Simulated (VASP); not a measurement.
Write the native input for VASP 6.6.1 that does the following.

```yaml
Task: single point
Functional: BLYP
Potentials_or_basis: VASP PAW PBE potentials, release 64 (Mg)
Cutoff: 520 eV
k_mesh: 8 × 8 × 11
Occupations: fermi-dirac, width 0.1 eV
Spin: no spin polarisation
Dipole_correction: no
Further_INCAR_settings: ALGO = Normal; EDIFF = 1e-06; NBANDS = 10
```

The structure of Mg lies in POSCAR:

```
Mg
1.0
    5.3409621915      0.0000000000      0.0000000000
   -2.6704810958      4.6254089385      0.0000000000
    0.0000000000      0.0000000000      3.2569981040
Mg
3
Direct
    1.0000000000      1.0000000000      0.0000000000
    0.3333333333      0.6666666667      0.5000000000
    0.6666666667      0.3333333333      0.5000000000
```

This isn't the form of Mg at room conditions, which is hcp.

These files were run (other wordings do the same):

INCAR

```
AGGAC = 1.0 ; AGGAX = 1.0
ALDAC = 0.0 ; ALDAX = 1.0
ALGO = Normal ; EDIFF = 1E-6
ENCUT = 520 ; GGA = B5
ISIF = 2 ; ISMEAR = -1
LASPH = True ; LCHARG = True
LELF = True ; LREAL = False
LVHAR = True ; LWAVE = False
NBANDS = 10 ; NELM = 100
PREC = Accurate ; SIGMA = 0.1
```

KPOINTS

```
k-points
0
Gamma
  8 8 11
```

Potentials or basis: VASP PAW PBE potentials, release 64 (Mg).

Launch:

```console
$ cat potpaw_PBE.64/Mg/POTCAR > POTCAR
$ mpirun -np 1 vasp_std > vasp.out
```

It gave:

```yaml
Pressure: -2.5 GPa
Band_gap_on_the_k_mesh: zero (bands 3 and 4 overlap by 3.91 eV)
```

Caveat: the PAW data sets were made with another functional, which shifts forces and pressure a little.

It took 45 s on 1 thread of Intel(R) Xeon(R) Platinum 8259CL CPU @ 2.50GHz (Skylake/Cascade Lake), with other jobs on the host, peak memory 0.2 GiB.
